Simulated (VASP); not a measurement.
AlN: single point with PBEsol

The system is AlN, a slab with vacuum.

```
CELL_PARAMETERS angstrom
0.00000 0.00000 4.98353
3.11382 0.00000 0.00000
0.00000 27.38210 0.00000
ATOMIC_POSITIONS crystal
Al 0.52147 0.50051 0.24693
Al 0.49793 0.00049 0.33739
Al 0.49585 0.50045 0.43468
Al 0.49508 0.00043 0.53300
Al 0.49314 0.50040 0.63182
Al 0.48925 0.00036 0.73265
Al 0.98919 0.00049 0.26740
Al 0.99320 0.50046 0.36825
Al 0.99510 0.00044 0.46707
Al 0.99583 0.50039 0.56539
Al 0.99788 0.00039 0.66268
Al 0.02164 0.50034 0.75315
N 0.37130 0.00049 0.27013
N 0.37641 0.50049 0.36882
N 0.37721 0.00045 0.46724
N 0.37734 0.50044 0.56569
N 0.37754 0.00041 0.66406
N 0.37372 0.50034 0.76104
N 0.87355 0.50051 0.23902
N 0.87752 0.00045 0.33603
N 0.87736 0.50044 0.43440
N 0.87720 0.00040 0.53285
N 0.87630 0.50040 0.63126
N 0.87138 0.00036 0.72996
```

* Program: VASP 6.6.1
* Task: single point
* Functional: PBEsol
* Potentials or basis: VASP PAW PBE potentials, release 64 (Al, N)
* Cutoff: 520 eV
* k mesh: 4 × 6 × 1
* Occupations: fermi-dirac, width 0.05 eV
* Spin: no spin polarisation
* Dipole correction: no
* Further INCAR settings: LREAL = Auto; ALGO = Normal; EDIFF = 1e-07; NBANDS = 66

The largest force is 0.044 eV/Å and the band gap on the k mesh is 2.77 eV (least direct gap 2.89 eV).

Forces on the atoms (eV/Å):
```
Al  -0.002  0.010 -0.036
Al  -0.001 -0.012 -0.002
Al   0.001 -0.006 -0.003
Al   0.000  0.013  0.005
Al   0.001  0.014  0.002
Al   0.000  0.005  0.019
Al   0.001  0.004  0.013
Al   0.000 -0.001  0.001
Al  -0.001  0.003  0.002
Al   0.001  0.022 -0.004
Al  -0.001  0.022  0.002
Al   0.001 -0.014 -0.042
N    0.002  0.011 -0.012
N    0.000  0.003  0.002
N    0.000 -0.004  0.000
N    0.000 -0.015 -0.003
N   -0.001 -0.006 -0.005
N    0.002  0.011  0.029
N   -0.001 -0.009  0.032
N    0.001 -0.006  0.000
N    0.000 -0.001 -0.001
N    0.001 -0.010  0.000
N   -0.001 -0.017  0.010
N   -0.001 -0.016 -0.010
```

Levels at points of the mesh, in eV from the valence-band top:
| k point | band 46 | band 47 | band 48 | band 49 | band 50 | band 51 |
| --- | --- | --- | --- | --- | --- | --- |
| (0.00, 0.00, 0.00) | -0.31 | -0.15 | -0.12 | 2.77 | 2.86 | 4.38 |
| (0.50, 0.00, 0.00) | -0.49 | -0.19 | -0.18 | 3.40 | 3.41 | 4.90 |
| (0.00, 0.50, 0.00) | -1.06 | -0.19 | -0.18 | 4.08 | 4.10 | 5.23 |
| (0.50, 0.50, 0.00) | -1.13 | -0.02 | 0.00 | 3.90 | 3.92 | 5.00 |

It took 34 min on 1 thread of Intel Xeon 8259CL (shared host), peak memory 0.58 GiB.

Caveat: there is no dipole correction, which matters where the two faces differ; the PAW data sets were made with another functional, which shifts forces and pressure a little.
